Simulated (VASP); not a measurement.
# BiTe (I4mm) in VASP: a series of runs, part 2 of 2

VASP 6.6.1. Earlier steps stand in the parts before.

**3. Single point, PBE**

INCAR

```
PREC = Accurate
ENCUT = 520
EDIFF = 1E-6
ISMEAR = 0
SIGMA = 0.15
LREAL = False
LASPH = True
NELM = 60
ALGO = Normal
ISIF = 2
LWAVE = False
LCHARG = False
GGA = PE
NBANDS = 18
```

KPOINTS

```
Automatic mesh
0
Gamma
  14 14 14
```

POSCAR

```
BiTe
1.0
    0.0000000000      3.2350000000      3.2350000000
    3.2350000000      0.0000000000      3.2350000000
    3.2350000000      3.2350000000      0.0000000000
Bi Te
1 1
Direct
   -0.0077279753     -0.0077279753      0.0077279753
    0.5000000000      0.5000000000      0.5000000000
```

Potentials or basis: VASP PAW PBE potentials, release 64 (Bi_d, Te).

On the command line:

```sh
cat potpaw_PBE.64/Bi_d/POTCAR potpaw_PBE.64/Te/POTCAR > POTCAR
mpirun -np 1 vasp_std > vasp.out
```

OUTCAR:

```text
PREC = Accurate
   ENCUT = 520
   EDIFF = 1E-6
   ISMEAR = 0
   LREAL = False
   LASPH = True
   NELM = 60
   ISIF = 2
   GGA = PE

 ion  position               nearest neighbor table
   1  0.992  0.992  0.008-   2 3.18   2 3.24   2 3.24   2 3.24   2 3.24   2 3.29
   2  0.500  0.500  0.500-   1 3.18   1 3.24   1 3.24   1 3.24   1 3.24   1 3.29

  LATTYP: Found a face centered cubic cell.
 ALAT       =     6.4700000000

  Lattice vectors:

 A1 = (   0.0000000000,   3.2350000000,   3.2350000000)
 A2 = (   3.2350000000,   0.0000000000,   3.2350000000)
 A3 = (   3.2350000000,   3.2350000000,   0.0000000000)

Analysis of symmetry for initial positions (statically):
=====================================================================
 Subroutine PRICEL returns:
 Original cell was already a primitive cell.

 Routine SETGRP: Setting up the symmetry group for a
 face centered cubic supercell.

 Subroutine GETGRP returns: Found  8 space group operations
 (whereof  8 operations were pure point group operations)
 out of a pool of 48 trial point group operations.

The static configuration has the point symmetry C_4v.

Analysis of symmetry for dynamics (positions and initial velocities):
[... 155 lines left out ...]
  ---------------------------------------------------
  free energy    TOTEN  =        -7.17673576 eV

  energy without entropy =       -7.16051443  energy(sigma->0) =       -7.16862510

 E-fermi :   6.6698     XC(G=0):  -9.4339

 val. band max:        6.6612760597   @ k =   0.1429  -0.3571   0.3571
 cond. band min:       6.6749822924   @ k =  -0.4286   0.1429   0.0000
 fundamental gap:      0.0137062327
 Fermi energy:         6.6698180035

 k-point     1 :       0.0000    0.0000    0.0000
  band No.  band energies     occupation
      1     -16.5002      2.00000
      2     -16.4986      2.00000
      3     -16.4966      2.00000
      4     -16.4966      2.00000
      5     -16.4956      2.00000
      6      -6.8754      2.00000
[... 481 lines left out ...]
      5     -16.4893      2.00000
      6      -5.1331      2.00000
[... 10 lines left out ...]
     17      15.3078      0.00000
     18      16.2958      0.00000

 [... further k-points ...]
[... 5 lines left out ...]
  --------------------------------------------------------------------------------------
  -------------------------------------------------------------------------------------
  Total        0.3006538      0.3006538      0.3272212      0.0000000     -0.0000000      0.0000000
  in kB        7.1141738      7.1141738      7.7428204      0.0000000     -0.0000000      0.0000000
  external PRESSURE =       7.3237226 kB  Pullay stress =       0.0000000 kB

 VOLUME and BASIS-vectors are now :
 -----------------------------------------------------------------------------
  energy-cutoff  :      520.00
  volume of cell :       67.71
      direct lattice vectors                 reciprocal lattice vectors
     0.000000000  3.235000000  3.235000000    -0.154559505  0.154559505  0.154559505
     3.235000000  0.000000000  3.235000000     0.154559505 -0.154559505  0.154559505
     3.235000000  3.235000000  0.000000000     0.154559505  0.154559505 -0.154559505

 POSITION                                       TOTAL-FORCE (eV/Angst)
 -----------------------------------------------------------------------------------
      3.23500      3.23500      6.42000         0.000000      0.000000      0.124294
      3.23500      3.23500      3.23500         0.000000      0.000000     -0.124294
 -----------------------------------------------------------------------------------
    total drift:                                0.000000      0.000000      0.000169

  FREE ENERGIE OF THE ION-ELECTRON SYSTEM (eV)
  ---------------------------------------------------
  free  energy   TOTEN  =        -7.1767357619 eV

  energy  without entropy=       -7.1605144306  energy(sigma->0) =       -7.16862510
```

stdout:

```text
POSCAR found type information on POSCAR BiTe
 POSCAR found :  2 types and       2 ions
 scaLAPACK will be used
 LDA part: xc-table for (Slater+PW92), standard interpolation
 POSCAR, INCAR and KPOINTS ok, starting setup
 FFT: planning ... GRIDC
 FFT: planning ... GRID_SOFT
 FFT: planning ... GRID
 WAVECAR not read
 entering main loop
```

It took 84 s on 1 thread of Intel Xeon 6975P-C (Granite Rapids), shared host; peak memory 0.43 GiB.

Results:

```yaml
Free_energy: -7.1767 eV
Pressure: 0.7 GPa
Largest_force: 0.124 eV/Å
Band_gap_on_the_k_mesh: zero (an odd number of electrons rules out a gap without spin polarisation)
```

Forces in eV/Å, atoms in the order of the input:
```
Bi   0.000  0.000  0.124
Te   0.000  0.000 -0.124
```

Caveat: the cell differs from its parent crystal (all Bi atoms moved +0.050 Å, as atom 1 towards its neighbour atom 2 (Te) at 3.235 Å); spin-orbit coupling is left out, which moves the levels of the heavy elements.
